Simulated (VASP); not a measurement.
# W: single point with PBE

The system is W.

```
CELL_PARAMETERS angstrom
2.60628 0.00000 0.00000
0.00000 2.60628 0.00000
0.00000 0.00000 2.60628
ATOMIC_POSITIONS crystal
W 0.00000 0.00000 0.00000
```

```yaml
Program: VASP 6.6.1
Task: single point
Functional: PBE
Potentials_or_basis: VASP PAW PBE potentials, release 64 (W_sv)
Cutoff: 520 eV
k_mesh: 21 × 21 × 21
Occupations: fermi-dirac, width 0.0612256 eV
Spin: no spin polarisation
```

| Quantity | Value |
| --- | --- |
| Pressure | 8.9 GPa |
| Band gap on the k mesh | zero (band 7 reaches 11.75 eV, above the bottom of band 8 at 8.72 eV) |

Levels at points of the mesh, in eV from the Fermi level:
```
           k point  band 4  band 5  band 6  band 7  band 8  band 9  band 10  band 11
(0.00, 0.00, 0.00)  -37.66   -8.76   -4.53   -4.53    4.91    4.91     4.91    14.92
```

Run time: 16 s on 1 thread of Intel(R) Xeon(R) 6975P-C (Granite Rapids), on a shared host, peak memory 0.17 GiB.

Caveat: spin-orbit coupling is left out, which moves the levels of the heavy elements.
